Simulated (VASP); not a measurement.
# Al (Fm-3m) in VASP: single point with r2SCAN

Aim: the single point of Al with r2SCAN.

All numbers are computed with VASP 6.6.1; they aren't measurements. Logs are shortened: lines on timing, memory, paths and dates and some standing lists are left out, and cuts for length are marked.

## Step 1: The cell of the first run

It takes space group Fm-3m (No. 225, cubic). Conventional cell: a = 3.863 Å, b = 3.863 Å, c = 3.863 Å, α = 90.00°, β = 90.00°, γ = 90.00°. Al (site symmetry m-3m) has 12 Al at 2.73 Å within 3.6 Å.

## Step 2: Single point, r2SCAN

Input file POSCAR:

```
Al
1.0
    0.0000000000      1.9312690000      1.9312690000
    1.9312690000      0.0000000000      1.9312690000
    1.9312690000      1.9312690000      0.0000000000
Al
1
Direct
    0.0000000000      0.0000000000      0.0000000000
```

Input file INCAR.step1:

```
SYSTEM = Al
ALGO     = Normal         ! electronic algorithm
EDIFF    = 1E-4           ! SCF threshold, eV
ENCUT    = 520            ! plane-wave cutoff, eV
GGA      = PE             ! functional
ISMEAR   = -1             ! smearing method
LASPH    = .TRUE.         ! aspherical terms in the spheres
LCHARG   = .FALSE.        ! write CHGCAR
LREAL    = .FALSE.        ! projectors in reciprocal space
LWAVE    = .TRUE.         ! write WAVECAR
NBANDS   = 8              ! bands
NELM     = 80             ! most SCF steps
PREC     = Accurate       ! precision mode
SIGMA    = 0.1            ! smearing width, eV
```

Input file INCAR.step2:

```
SYSTEM = Al
ALGO     = Normal         ! electronic algorithm
EDIFF    = 1E-6           ! SCF threshold, eV
ENCUT    = 520            ! plane-wave cutoff, eV
ISIF     = 2              ! what is computed and relaxed
ISMEAR   = -1             ! smearing method
ISTART   = 1            
LASPH    = .TRUE.         ! aspherical terms in the spheres
LCHARG   = .TRUE.         ! write CHGCAR
LELF     = .TRUE.         ! ELF
LMIXTAU  = .TRUE.       
LREAL    = .FALSE.        ! projectors in reciprocal space
LVHAR    = .TRUE.       
LWAVE    = .FALSE.        ! write WAVECAR
METAGGA  = R2SCAN         ! meta-GGA
NBANDS   = 8              ! bands
NELM     = 80             ! most SCF steps
PREC     = Accurate       ! precision mode
SIGMA    = 0.1            ! smearing width, eV
```

Input file KPOINTS:

```
k-points
0
G
  15 15 15
  0 0 0
```

Potentials or basis: VASP PAW PBE potentials, release 64 (Al).

Run with:

```bash
$ cat potpaw_PBE.64/Al/POTCAR > POTCAR
$ cp INCAR.step1 INCAR
$ mpirun -np 1 vasp_std > vasp.out
$ cp INCAR.step2 INCAR
$ mpirun -np 1 vasp_std > vasp.out
```

OUTCAR:

```text
SYSTEM = Al
   EDIFF = 1E-6
   ENCUT = 520
   ISIF = 2
   ISMEAR = -1
   ISTART = 1
   LASPH = .TRUE.
   LREAL = .FALSE.
   METAGGA = R2SCAN
   NELM = 80
   PREC = Accurate

 ion  position               nearest neighbor table
   1  0.000  0.000  0.000-

  LATTYP: Found a face centered cubic cell.
 ALAT       =     3.8625380000

  Lattice vectors:

 A1 = (   0.0000000000,   1.9312690000,   1.9312690000)
 A2 = (   1.9312690000,   0.0000000000,   1.9312690000)
 A3 = (   1.9312690000,   1.9312690000,   0.0000000000)

Analysis of symmetry for initial positions (statically):
=====================================================================
 Subroutine PRICEL returns:
 Original cell was already a primitive cell.

 Routine SETGRP: Setting up the symmetry group for a
 face centered cubic supercell.

 Subroutine GETGRP returns: Found 48 space group operations
 (whereof 48 operations were pure point group operations)
 out of a pool of 48 trial point group operations.

The static configuration has the point symmetry O_h .

Analysis of symmetry for dynamics (positions and initial velocities):
=====================================================================
 Subroutine PRICEL returns:
 Original cell was already a primitive cell.

 Routine SETGRP: Setting up the symmetry group for a
 face centered cubic supercell.

 Subroutine GETGRP returns: Found 48 space group operations
 (whereof 48 operations were pure point group operations)
 out of a pool of 48 trial point group operations.

The dynamic configuration has the point symmetry O_h .

 Subroutine INISYM returns: Found 48 space group operations
 (whereof 48 operations are pure point group operations),
 and found     1 'primitive' translations

----------------------------------------------------------------------------------------

                                     Primitive cell

  volume of cell :      14.4065

  direct lattice vectors                    reciprocal lattice vectors
     0.000000000  1.931269000  1.931269000    -0.258897129  0.258897129  0.258897129
     1.931269000  0.000000000  1.931269000     0.258897129 -0.258897129  0.258897129
     1.931269000  1.931269000  0.000000000     0.258897129  0.258897129 -0.258897129

  length of vectors
     2.731226812  2.731226812  2.731226812     0.448422982  0.448422982  0.448422982

  position of ions in fractional coordinates (direct lattice)
     0.000000000  0.000000000  0.000000000

  ion indices of the primitive-cell ions
   primitive index   ion index
                 1           1

----------------------------------------------------------------------------------------

 KPOINTS: k-points

Automatic generation of k-mesh.
 Grid dimensions read from file:
 generate k-points for:   15   15   15

 Generating k-lattice:

  Cartesian coordinates                     Fractional coordinates (reciprocal lattice)
    -0.017259809  0.017259809  0.017259809     0.066666667  0.000000000  0.000000000
     0.017259809 -0.017259809  0.017259809     0.000000000  0.066666667  0.000000000
     0.017259809  0.017259809 -0.017259809     0.000000000  0.000000000  0.066666667

  Length of vectors
     0.029894865  0.029894865  0.029894865

  Shift w.r.t. Gamma in fractional coordinates (k-lattice)
     0.000000000  0.000000000  0.000000000

 Subroutine IBZKPT returns following result:
 ===========================================

 Found    120 irreducible k-points:

 Following reciprocal coordinates:
            Coordinates               Weight
  0.000000  0.000000  0.000000      1.000000
  0.066667  0.000000  0.000000      8.000000
  0.133333  0.000000  0.000000      8.000000
  0.200000  0.000000  0.000000      8.000000
  0.266667  0.000000  0.000000      8.000000
  0.333333  0.000000  0.000000      8.000000
[... 16 lines left out ...]
  0.133333  0.133333  0.000000      6.000000
  0.200000  0.133333  0.000000     24.000000
 [... further k-points ...]
   k-points           NKPTS =    120   k-points in BZ     NKDIM =    120   number of bands    NBANDS=      8
   number of dos      NEDOS =    301   number of ions     NIONS =      1
   total plane-waves  NPLWV =   8000
   dimension x,y,z NGX =    20 NGY =   20 NGZ =   20
   dimension x,y,z NGXF=    40 NGYF=   40 NGZF=   40
   ions per type =               1
   NGX,Y,Z   is equivalent  to a cutoff of  12.17, 12.17, 12.17 a.u.
   NGXF,Y,Z  is equivalent  to a cutoff of  24.35, 24.35, 24.35 a.u.
 SYSTEM =  Al
   PREC   = accura    normal or accurate (medium, high low for compatibility)
   ISTART =      1    job   : 0-new  1-cont  2-samecut
   ICHARG =      0    charge: 1-file 2-atom 10-const
   ISPIN  =      1    spin polarized calculation?
   LNONCOLLINEAR =      F non collinear calculations
   LSORBIT =      F    spin-orbit coupling
   LASPH  =      T    aspherical Exc in radial PAW
   ENCUT  =  520.0 eV  38.22 Ry    6.18 a.u.   5.08  5.08  5.08*2*pi/ulx,y,z
   NELM   =     80;   NELMIN=  2; NELMDL=  0     # of ELM steps
   EDIFF  = 0.1E-05   stopping-criterion for ELM
   LREAL  =      F    real-space projection
   EDIFFG = 0.1E-04   stopping-criterion for IOM
   NSW    =      0    number of steps for IOM
   IBRION =     -1    ionic relax: 0-MD 1-quasi-New 2-CG
   NFREE  =      0    steps in history (QN), initial steepest desc. (CG)
   ISIF   =      2    stress and relaxation
   ISYM   =      2    0-nonsym 1-usesym 2-fastsym
   POTIM  = 0.5000    time-step for ionic-motion
   TEBEG  =    0.0;   TEEND  =   0.0 temperature during run
   PSTRESS=    0.0 pullay stress
   NELECT =       3.0000    total number of electrons
   NUPDOWN=      -1.0000    fix difference up-down
   EMIN   =  10.00;   EMAX   =-10.00  energy-range for DOS
   EFERMI =   0.00;   METHOD = LEGACY
   ISMEAR =    -1;   SIGMA  =   0.10  broadening in eV -4-tet -1-fermi 0-gaus
   EFERMI_NEDOS =   21; number of points for ismear=-14 and -15
   IALGO  =     38    algorithm
   IMIX   =      4    mixing-type and parameters
     AMIX     =   0.40;   BMIX     =  1.00
     AMIX_MAG =   1.60;   BMIX_MAG =  1.00
  volume/ion in A,a.u.               =      14.41        97.22
  Fermi-wavevector in a.u.,A,eV,Ry     =   0.970352  1.833699 12.811005  0.941582
  Thomas-Fermi vector in A             =   2.100480
   LORBIT       =      0    0 simple, 1 ext, 2 COOP (PROOUT), +10 PAW based schemes
   METAGGA = R2SCAN    functional components
   LHFCALC =     F    Hartree Fock is set to
   AEXX    =    0.0000 exact exchange contribution
   IVDW    =     0    specifies the selected vdW correction
   LEPSILON=     F    determine dielectric tensor
   LRPA    =     F    only Hartree local field effects (RPA)
 non-spin polarized calculation
  energy-cutoff  :      520.00
  volume of cell :       14.41
 maximum number of plane-waves:       397
   NGX = 11   NGY = 11   NGZ = 11

 number of electron       3.0000000 magnetization

 Free energy of the ion-electron system (eV)
  ---------------------------------------------------
  ext. energy  EPLUGINS =         0.00000000
  ---------------------------------------------------
  free energy    TOTEN  =        -6.69773010 eV

  energy without entropy =       -6.68645975  energy(sigma->0) =       -6.69209492

 E-fermi :   9.5817     XC(G=0): -11.4198

 val. band max:        9.4730388107   @ k =  -0.3333   0.4667   0.2000
 cond. band min:       9.6318629240   @ k =  -0.3333   0.4000   0.0667
 fundamental gap:      0.1588241133
 Fermi energy:         9.5816700188

 k-point     1 :       0.0000    0.0000    0.0000
  band No.  band energies     occupation
      1      -3.3312      2.00000
      2      23.6240      0.00000
      3      23.6240      0.00000
      4      23.6240      0.00000
      5      26.6863      0.00000
      6      26.6864      0.00000
      7      26.6864      0.00000
      8      27.8853      0.00000

 k-point     2 :       0.0667    0.0000    0.0000
  band No.  band energies     occupation
      1      -3.1912      2.00000
      2      21.6400      0.00000
      3      23.3479      0.00000
      4      23.3479      0.00000
      5      26.9469      0.00000
      6      27.1900      0.00000
      7      27.1900      0.00000
      8      29.4959      0.00000

 k-point     3 :       0.1333    0.0000    0.0000
  band No.  band energies     occupation
      1      -2.7721      2.00000
      2      18.6170      0.00000
      3      22.8302      0.00000
      4      22.8302      0.00000
      5      26.6805      0.00000
      6      28.3656      0.00000
      7      28.3656      0.00000
      8      29.4177      0.00000

 k-point     4 :       0.2000    0.0000    0.0000
  band No.  band energies     occupation
      1      -2.0766      2.00000
      2      15.6089      0.00000
      3      22.3749      0.00000
      4      22.3749      0.00000
      5      26.3345      0.00000
      6      27.7739      0.00000
      7      27.7739      0.00000
      8      30.0195      0.00000

 k-point     5 :       0.2667    0.0000    0.0000
  band No.  band energies     occupation
      1      -1.1096      2.00000
      2      12.7508      0.00000
      3      22.0798      0.00000
      4      22.0798      0.00000
      5      26.0852      0.00000
      6      26.3451      0.00000
      7      26.3451      0.00000
      8      30.9716      0.00000

 k-point     6 :       0.3333    0.0000    0.0000
  band No.  band energies     occupation
      1       0.1221      2.00000
      2      10.0867      0.01273
      3      21.9711      0.00000
      4      21.9711      0.00000
      5      25.1207      0.00000
      6      25.1207      0.00000
      7      26.0089      0.00000
      8      29.7397      0.00000

 k-point     7 :       0.4000    0.0000    0.0000
  band No.  band energies     occupation
      1       1.6076      2.00000
      2       7.6420      2.00000
      3      22.0415      0.00000
      4      22.0416      0.00000
      5      24.1500      0.00000
      6      24.1500      0.00000
      7      26.1184      0.00000
      8      28.7063      0.00000
[... 133 lines left out ...]
 k-point    20 :      -0.2000    0.0667    0.0000
  band No.  band energies     occupation
      1      -1.6613      2.00000
      2      14.7112      0.00000
      3      19.9533      0.00000
      4      23.8159      0.00000
      5      25.8633      0.00000
      6      27.0920      0.00000
      7      27.7840      0.00000
      8      29.2526      0.00000

 k-point    21 :      -0.1333    0.0667    0.0000
  band No.  band energies     occupation
      1      -2.4470      2.00000
      2      17.6108      0.00000
      3      20.4879      0.00000
      4      24.0482      0.00000
      5      27.4059      0.00000
      6      27.4529      0.00000
      7      27.7423      0.00000
      8      29.1841      0.00000

 k-point    22 :      -0.0667    0.0667    0.0000
  band No.  band energies     occupation
      1      -2.9582      2.00000
      2      20.2848      0.00000
      3      21.4902      0.00000
      4      23.9880      0.00000
      5      26.9459      0.00000
      6      27.4328      0.00000
      7      28.2009      0.00000
      8      29.2141      0.00000

 k-point    23 :       0.1333    0.1333    0.0000
  band No.  band energies     occupation
      1      -2.5862      2.00000
      2      20.4592      0.00000
      3      20.8080      0.00000
      4      20.8080      0.00000
      5      24.8322      0.00000
      6      26.1463      0.00000
      7      30.6104      0.00000
      8      30.6104      0.00000

 k-point    24 :       0.2000    0.1333    0.0000
  band No.  band energies     occupation
      1      -2.0766      2.00000
      2      17.8465      0.00000
      3      20.1051      0.00000
      4      21.1472      0.00000
      5      23.7617      0.00000
      6      25.4395      0.00000
      7      30.9837      0.00000
      8      31.6157      0.00000

 [... further k-points ...]
[... 5 lines left out ...]
  --------------------------------------------------------------------------------------
  -------------------------------------------------------------------------------------
  Total        1.0020807      1.0020807      1.0020807      0.0000000     -0.0000000     -0.0000000
  in kB      111.4435548    111.4435548    111.4435548      0.0000000     -0.0000000     -0.0000000
  external PRESSURE =     111.4435548 kB  Pullay stress =       0.0000000 kB

 VOLUME and BASIS-vectors are now :
 -----------------------------------------------------------------------------
  energy-cutoff  :      520.00
  volume of cell :       14.41
      direct lattice vectors                 reciprocal lattice vectors
     0.000000000  1.931269000  1.931269000    -0.258897129  0.258897129  0.258897129
     1.931269000  0.000000000  1.931269000     0.258897129 -0.258897129  0.258897129
     1.931269000  1.931269000  0.000000000     0.258897129  0.258897129 -0.258897129

 POSITION                                       TOTAL-FORCE (eV/Angst)
 -----------------------------------------------------------------------------------
      0.00000      0.00000      0.00000         0.000000      0.000000      0.000000
 -----------------------------------------------------------------------------------
    total drift:                                0.000000      0.000000     -0.000000

  FREE ENERGIE OF THE ION-ELECTRON SYSTEM (eV)
  ---------------------------------------------------
  free  energy   TOTEN  =        -6.6977301037 eV

  energy  without entropy=       -6.6864597462  energy(sigma->0) =       -6.69209492
```

Run time: 38 s. Hardware: 1 thread of Intel Xeon 6975P-C, shared host; peak memory 0.12 GiB.

Results:

* Free energy: -6.6977 eV
* Pressure: 11.1 GPa

Levels at points of the mesh, in eV from the Fermi level:
| k point | band 1 | band 2 | band 3 | band 4 | band 5 | band 6 |
| --- | --- | --- | --- | --- | --- | --- |
| (0.00, 0.00, 0.00) | -12.91 | 14.04 | 14.04 | 14.04 | 17.10 | 17.10 |

Caveat: the PAW data sets were made with another functional, which shifts forces and pressure a little.
